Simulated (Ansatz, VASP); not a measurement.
**Two plane-wave programs on InSb**

File INCAR:

```
PREC     = Accurate       # precision mode
ENCUT    = 520            # plane-wave cutoff, eV
EDIFF    = 1E-8           # SCF threshold, eV
ISMEAR   = -1             # smearing method
SIGMA    = 0.03           # smearing width, eV
LREAL    = F              # projectors in reciprocal space
LASPH    = T              # aspherical terms in the spheres
NELM     = 60             # most SCF steps
ALGO     = Normal         # electronic algorithm
ISIF     = 2              # what is computed and relaxed
LWAVE    = F              # write WAVECAR
LCHARG   = F              # write CHGCAR
LEFG     = T            
NBANDS   = 16             # bands
```

File KPOINTS:

```
regular mesh
0
Gamma
  10 10 10
```

POSCAR

```
InSb
1.0
    0.0000000000      3.2391000000      3.2391000000
    3.2391000000      0.0000000000      3.2391000000
    3.2391000000      3.2391000000      0.0000000000
In Sb
1 1
Direct
    0.0000000000      0.0000000000      0.0000000000
    0.7500000000      0.7500000000      0.7500000000
```

Input for Ansatz:

```yaml
crystal:
  lattice:
    - [0.0, 3.2391, 3.2391]
    - [3.2391, 0.0, 3.2391]
    - [3.2391, 3.2391, 0.0]
  atoms:
    - { symbol: In, position: [0.0, 0.0, 0.0] }
    - { symbol: Sb, position: [0.75, 0.75, 0.75] }
kpoints:
  mp_grid: { grid: [10, 10, 10] }
  band_path:
    path:
      - [0.0, 0.0, 0.0]
      - [-0.5, -0.5, 0.0]
      - [-0.375, -0.375, 0.25]
      - [-0.375, 0.0, 0.375]
      - [0.0, 0.0, 0.0]
      - [0.0, 0.0, 0.5]
      - [-0.5, -0.25, 0.25]
      - [-0.5, -0.5, 0.0]
    npoints: 14
scf:
  occupations: { method: fermi_dirac, width: 0.03 }
hamiltonian:
  xc: lda
  pseudopotentials: { kind: paw }
output:
  forces: true
  stress: true
  eigenvalues: true
  efg: { contact_densities: true }
  populations: true
  bader: true
  dos: { projected: true, de: 0.2, e_range: [-14, 8] }
  write_density: true
  write_potential: true
  elf: true
  volumetric_format: npy
```

Alike in both runs: task electric field gradients; functional LDA; k mesh 10 × 10 × 10; occupations fermi-dirac, width 0.03 eV; no spin polarisation.

```csv
,VASP,Ansatz
version,VASP 6.6.1,Ansatz 0.2.0
potentials or method,"VASP PAW LDA potentials, release 64 (In_d, Sb)","PAW with Ansatz's default frozen-core files, scalar-relativistic"
plane-wave cutoff (eV),520,420
valence electrons in the cell,18,28
```

```csv
,VASP,Ansatz,Ansatz less VASP
pressure (GPa),-0.5,-0.6,-0.08
```

LDA's correlation is that of Perdew and Zunger in VASP and of Perdew and Wang (1992) in Ansatz. VASP's potentials hold 18 valence electrons a cell and Ansatz's 28, so a difference there can come from the potentials and not from the codes.

Spin-orbit coupling is off throughout.
